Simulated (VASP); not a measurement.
A run of VASP 6.6.1 is set up as follows.

The input INCAR:

```
ALGO = Normal
EDIFF = 1E-6
ENCUT = 520
GGA = PE
GGA_COMPAT = F
ISIF = 2
ISMEAR = 0
LASPH = T
LCHARG = T
LORBIT = 11
LORBMOM = T
LREAL = F
LSORBIT = T
LVHAR = T
LWAVE = F
MAGMOM = 0 0 0 0 0 0
NBANDS = 32
NELM = 150
PREC = Accurate
SIGMA = 0.05
```

KPOINTS

```
k-points
0
Gamma
  9 9 9
```

The input POSCAR:

```
TePb
1.0
    0.0000000000      3.2803826274      3.2803826274
    3.2803826274      0.0000000000      3.2803826274
    3.2803826274      3.2803826274      0.0000000000
Pb Te
1 1
Direct
    0.5000000000      0.5000000000      0.5000000000
    0.0000000000      0.0000000000      0.0000000000
```

Potentials or basis: VASP PAW PBE potentials, release 64 (Pb_d, Te).

Command:

```console
$ cat potpaw_PBE.64/Pb_d/POTCAR potpaw_PBE.64/Te/POTCAR > POTCAR
$ mpirun -np 1 vasp_ncl > vasp.out
```

(1) Estimate the net moment.

(2) What does it give for the pressure?

## Answers

(1) 0.00 μB per cell.

(2) 0.1 GPa.
